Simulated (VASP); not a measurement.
LaPd2, 3 atoms in the cell. The structure is tetragonal, space group I4/mmm (No. 139). The conventional cell has a = 3.997 Å, b = 3.997 Å, c = 8.934 Å, α = 90.00°, β = 90.00°, γ = 90.00°. La (site symmetry 4/mmm) has 8 Pd at 3.00 Å and 4 La at 4.00 Å within 4.0 Å. Pd (site symmetry -4m2) has 4 Pd at 2.83 Å and 4 La at 3.00 Å within 3.7 Å. 

| Quantity | Value |
| --- | --- |
| Program | VASP 6.6.1 |
| Task | single point |
| Functional | PBE |
| Potentials or basis | VASP PAW PBE potentials, release 64 (La, Pd_sv_GW) |
| Cutoff | 630 eV |
| k mesh | 9 × 9 × 9 |
| Occupations | fermi-dirac, width 0.05 eV |
| Spin | no spin polarisation |
| Dipole correction | no |
| Further INCAR settings | ALGO = Normal; EDIFF = 1e-06; NBANDS = 30 |

Potentials or basis: VASP PAW PBE potentials, release 64 (La, Pd_sv_GW).

Launch:

```sh
$ cat potpaw_PBE.64/La/POTCAR potpaw_PBE.64/Pd_sv_GW/POTCAR > POTCAR
$ mpirun -np 1 vasp_std > vasp.out
```

Hardware: 1 thread of Intel(R) Xeon(R) Platinum 8488C (Sapphire Rapids) (shared host).

Question: Estimate the wall time of this run.

Answer: It took 7.7 min on 1 thread of Intel(R) Xeon(R) Platinum 8488C (Sapphire Rapids) (shared host), peak memory 0.5 GiB. Counts: scf iterations 19, k points 75.
